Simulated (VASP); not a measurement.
# As (Fm-3m) in VASP: further runs

As is run at these levels: PBEsol; tasks: single point, relaxation of cell and atoms.

All numbers are computed with VASP 6.6.1; they aren't measurements. Logs are shortened: lines on timing, memory, paths and dates and some standing lists are left out, and cuts for length are marked.

### 1 The cell of the first run

Symmetry: Fm-3m, No. 225, cubic system. Conventional cell: a = 4.194 Å, b = 4.194 Å, c = 4.194 Å, α = 90.00°, β = 90.00°, γ = 90.00°. Within 3.9 Å of As (site symmetry m-3m) lie 12 As at 2.97 Å.

This isn't the form of As at room conditions, which is rhombohedral.

### 2 Single point, PBEsol

File INCAR:

```
SYSTEM = As
ALGO = Normal ; EDIFF = 1E-6
ENCUT = 500 ; GGA = PS
GGA_COMPAT = .FALSE. ; ISIF = 2
ISMEAR = 1 ; LASPH = .TRUE.
LCHARG = .FALSE. ; LREAL = .FALSE.
LWAVE = .FALSE. ; NBANDS = 8
NELM = 120 ; PREC = Accurate
SIGMA = 0.1
```

File KPOINTS:

```
k-points
0
G
  17 17 17
  0 0 0
```

File POSCAR:

```
As
1.0
    0.0000000000      2.0968610646      2.0968610646
    2.0968610646      0.0000000000      2.0968610646
    2.0968610646      2.0968610646      0.0000000000
As
1
Direct
    0.0000000000      0.0000000000      0.0000000000
```

Potentials or basis: VASP PAW PBE potentials, release 64 (As).

On the command line:

```
$ cat potpaw_PBE.64/As/POTCAR > POTCAR
$ mpirun -np 1 vasp_std > vasp.out
```

OUTCAR:

```text
SYSTEM = As
   EDIFF = 1E-6
   ENCUT = 500
   GGA = PS
   ISIF = 2
   ISMEAR = 1
   LASPH = .TRUE.
   LREAL = .FALSE.
   NELM = 120
   PREC = Accurate

 ion  position               nearest neighbor table
   1  0.000  0.000  0.000-

  LATTYP: Found a face centered cubic cell.
 ALAT       =     4.1937221292

  Lattice vectors:

 A1 = (   0.0000000000,   2.0968610646,   2.0968610646)
 A2 = (   2.0968610646,   0.0000000000,   2.0968610646)
 A3 = (   2.0968610646,   2.0968610646,   0.0000000000)

Analysis of symmetry for initial positions (statically):
=====================================================================
 Subroutine PRICEL returns:
 Original cell was already a primitive cell.

 Routine SETGRP: Setting up the symmetry group for a
 face centered cubic supercell.

 Subroutine GETGRP returns: Found 48 space group operations
 (whereof 48 operations were pure point group operations)
 out of a pool of 48 trial point group operations.

The static configuration has the point symmetry O_h .

Analysis of symmetry for dynamics (positions and initial velocities):
=====================================================================
 Subroutine PRICEL returns:
 Original cell was already a primitive cell.

 Routine SETGRP: Setting up the symmetry group for a
 face centered cubic supercell.

 Subroutine GETGRP returns: Found 48 space group operations
 (whereof 48 operations were pure point group operations)
 out of a pool of 48 trial point group operations.

The dynamic configuration has the point symmetry O_h .

 Subroutine INISYM returns: Found 48 space group operations
 (whereof 48 operations are pure point group operations),
 and found     1 'primitive' translations

----------------------------------------------------------------------------------------

                                     Primitive cell

  volume of cell :      18.4391

  direct lattice vectors                    reciprocal lattice vectors
     0.000000000  2.096861065  2.096861065    -0.238451659  0.238451659  0.238451659
     2.096861065  0.000000000  2.096861065     0.238451659 -0.238451659  0.238451659
     2.096861065  2.096861065  0.000000000     0.238451659  0.238451659 -0.238451659

  length of vectors
     2.965409356  2.965409356  2.965409356     0.413010389  0.413010389  0.413010389

  position of ions in fractional coordinates (direct lattice)
     0.000000000  0.000000000  0.000000000

  ion indices of the primitive-cell ions
   primitive index   ion index
                 1           1
[... 70 lines left out ...]
   ENCUT  =  500.0 eV  36.75 Ry    6.06 a.u.   5.41  5.41  5.41*2*pi/ulx,y,z
   NELM   =    120;   NELMIN=  2; NELMDL= -5     # of ELM steps
   EDIFF  = 0.1E-05   stopping-criterion for ELM
   LREAL  =      F    real-space projection
   EDIFFG = 0.1E-04   stopping-criterion for IOM
   NSW    =      0    number of steps for IOM
   IBRION =     -1    ionic relax: 0-MD 1-quasi-New 2-CG
   NFREE  =      0    steps in history (QN), initial steepest desc. (CG)
   ISIF   =      2    stress and relaxation
   ISYM   =      2    0-nonsym 1-usesym 2-fastsym
   POTIM  = 0.5000    time-step for ionic-motion
   TEBEG  =    0.0;   TEEND  =   0.0 temperature during run
   PSTRESS=    0.0 pullay stress
   NELECT =       5.0000    total number of electrons
   NUPDOWN=      -1.0000    fix difference up-down
   EMIN   =  10.00;   EMAX   =-10.00  energy-range for DOS
   EFERMI =   0.00;   METHOD = LEGACY
   ISMEAR =     1;   SIGMA  =   0.10  broadening in eV -4-tet -1-fermi 0-gaus
   EFERMI_NEDOS =   21; number of points for ismear=-14 and -15
   IALGO  =     38    algorithm
   IMIX   =      4    mixing-type and parameters
     AMIX     =   0.40;   BMIX     =  1.00
     AMIX_MAG =   1.60;   BMIX_MAG =  1.00
  volume/ion in A,a.u.               =      18.44       124.43
  Fermi-wavevector in a.u.,A,eV,Ry     =   1.059624  2.002399 15.276667  1.122803
  Thomas-Fermi vector in A             =   2.194976
   LORBIT       =      0    0 simple, 1 ext, 2 COOP (PROOUT), +10 PAW based schemes
   GGA     = PS    functional components
   LHFCALC =     F    Hartree Fock is set to
   AEXX    =    0.0000 exact exchange contribution
   IVDW    =     0    specifies the selected vdW correction
   LEPSILON=     F    determine dielectric tensor
   LRPA    =     F    only Hartree local field effects (RPA)
 non-spin polarized calculation
 Methfessel and Paxton  Order N= 1 SIGMA  =   0.10
  energy-cutoff  :      500.00
  volume of cell :       18.44
 maximum number of plane-waves:       489
 NGX is ok and might be reduce to    24
   NGX = 11   NGY = 11   NGZ = 11

 number of electron       4.9999999 magnetization

 Free energy of the ion-electron system (eV)
  ---------------------------------------------------
  ext. energy  EPLUGINS =         0.00000000
  ---------------------------------------------------
  free energy    TOTEN  =        -4.62420932 eV

  energy without entropy =       -4.62428934  energy(sigma->0) =       -4.62423599

 E-fermi :   6.8412     XC(G=0): -11.0108

 val. band max:        6.8410461031   @ k =   0.4706   0.2353   0.1176
 cond. band min:       6.8462157763   @ k =  -0.3529   0.1765   0.0000
 fundamental gap:      0.0051696732
 Fermi energy:         6.8412042223

 k-point     1 :       0.0000    0.0000    0.0000
  band No.  band energies     occupation
      1      -8.6607      2.00000
      2      12.8165      0.00000
      3      12.8165      0.00000
      4      12.8165      0.00000
      5      19.2773      0.00000
      6      19.2773      0.00000
      7      19.2773      0.00000
      8      21.3413      0.00000
[... 243 lines left out ...]
 k-point    24 :      -0.1176    0.0588    0.0000
  band No.  band energies     occupation
      1      -8.1312      2.00000
      2       9.7211      0.00000
      3      11.3751      0.00000
      4      12.7070      0.00000
      5      18.2709      0.00000
      6      19.8199      0.00000
      7      20.3528      0.00000
      8      22.3640      0.00000

 [... further k-points ...]
[... 5 lines left out ...]
  --------------------------------------------------------------------------------------
  -------------------------------------------------------------------------------------
  Total        0.0238066      0.0238066      0.0238066     -0.0000000      0.0000000      0.0000000
  in kB        2.0685632      2.0685632      2.0685632     -0.0000000      0.0000000      0.0000000
  external PRESSURE =       2.0685632 kB  Pullay stress =       0.0000000 kB

 VOLUME and BASIS-vectors are now :
 -----------------------------------------------------------------------------
  energy-cutoff  :      500.00
  volume of cell :       18.44
      direct lattice vectors                 reciprocal lattice vectors
     0.000000000  2.096861065  2.096861065    -0.238451659  0.238451659  0.238451659
     2.096861065  0.000000000  2.096861065     0.238451659 -0.238451659  0.238451659
     2.096861065  2.096861065  0.000000000     0.238451659  0.238451659 -0.238451659

 POSITION                                       TOTAL-FORCE (eV/Angst)
 -----------------------------------------------------------------------------------
      0.00000      0.00000      0.00000         0.000000      0.000000      0.000000
 -----------------------------------------------------------------------------------
    total drift:                                0.000000      0.000000     -0.000000

  FREE ENERGIE OF THE ION-ELECTRON SYSTEM (eV)
  ---------------------------------------------------
  free  energy   TOTEN  =        -4.6242093167 eV

  energy  without entropy=       -4.6242893420  energy(sigma->0) =       -4.62423599
```

OSZICAR:

```text
N       E                     dE             d eps       ncg     rms          rms(c)
DAV:   1     0.171699243848E+01    0.17170E+01   -0.21481E+03  2664   0.460E+02
DAV:   2    -0.457276713972E+01   -0.62898E+01   -0.60658E+01  3672   0.486E+01
DAV:   3    -0.463185682102E+01   -0.59090E-01   -0.58645E-01  3080   0.496E+00
DAV:   4    -0.463189317949E+01   -0.36358E-04   -0.36356E-04  4040   0.134E-01
DAV:   5    -0.463189318772E+01   -0.82290E-08   -0.79275E-08  3152   0.131E-03    0.209E+00
DAV:   6    -0.462673297582E+01    0.51602E-02   -0.26407E-03  2976   0.245E-01    0.122E+00
DAV:   7    -0.462421356444E+01    0.25194E-02   -0.48310E-03  2944   0.330E-01    0.454E-02
DAV:   8    -0.462420938267E+01    0.41818E-05   -0.28939E-05  3392   0.413E-02    0.563E-03
DAV:   9    -0.462420931667E+01    0.66009E-07   -0.26733E-07  3624   0.353E-03
   1 F= -.46242093E+01 E0= -.46242360E+01  d E =0.800253E-04
```

stdout:

```text
POSCAR found type information on POSCAR As
 POSCAR found :  1 types and       1 ions
 scaLAPACK will be used
 -----------------------------------------------------------------------------
|                                                                             |
|                                                                             |
|     You enforced a specific xc type in the INCAR file but a different       |
|     I HOPE YOU KNOW WHAT YOU ARE DOING!                                     |
|                                                                             |
 -----------------------------------------------------------------------------

 LDA part: xc-table for (Slater+PW92), standard interpolation
 POSCAR, INCAR and KPOINTS ok, starting setup
 FFT: planning ... GRIDC
 FFT: planning ... GRID_SOFT
 FFT: planning ... GRID
 WAVECAR not read
 entering main loop
```

It took 6 s on 1 thread of Intel Xeon 6975P-C (Granite Rapids), shared host; peak memory 0.15 GiB.

What came out:

- Free energy: -4.6242 eV
- Pressure: 0.2 GPa
- Band gap on the k mesh: zero (an odd number of electrons rules out a gap without spin polarisation)

Levels at points of the mesh, in eV from the Fermi level:
```csv
k point,band 1,band 2,band 3,band 4,band 5,band 6
"(0.00, 0.00, 0.00)",-15.50,5.98,5.98,5.98,12.44,12.44
```

Caveat: the PAW data sets were made with another functional, which shifts forces and pressure a little.

[end of part 1 of 2]
